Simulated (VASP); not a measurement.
Input of a VASP 6.6.1 run:

Contents of INCAR:

```
PREC = Accurate ; ENCUT = 600
EDIFF = 1E-7 ; ISMEAR = -1
SIGMA = 0.08 ; LREAL = False
LASPH = True ; NELM = 100
ALGO = Normal ; ISIF = 4
LWAVE = False ; LCHARG = False
GGA = PE ; IBRION = 2
NSW = 50 ; EDIFFG = -0.005
```

KPOINTS

```
regular mesh
0
Gamma
  15 15 14
```

Contents of POSCAR:

```
Au
1.0
    2.3544903525      0.0000000000      0.0000000000
   -1.1772451763      2.0390484582      0.0000000000
    0.0000000000      0.0000000000      2.3371140511
Au
1
Direct
    0.0000000000      0.0000000000      0.0000000000
```

Potentials or basis: VASP PAW PBE potentials, release 64 (Au).

Command:

```bash
$ cat potpaw_PBE.64/Au/POTCAR > POTCAR
$ mpirun -np 1 vasp_std > vasp.out
```

Problem. Predict the band gap on the k mesh.

Solution. Zero (an odd number of electrons rules out a gap without spin polarisation).

Final structure:
```
Au
1.0
     2.37695    0.00000    0.00000
    -1.18848    2.05850    0.00000
     0.00000    0.00000    2.29315
Au
1
Direct
  0.00000 0.00000 0.00000
```

Caveat: spin-orbit coupling is left out, which moves the levels of the heavy elements.
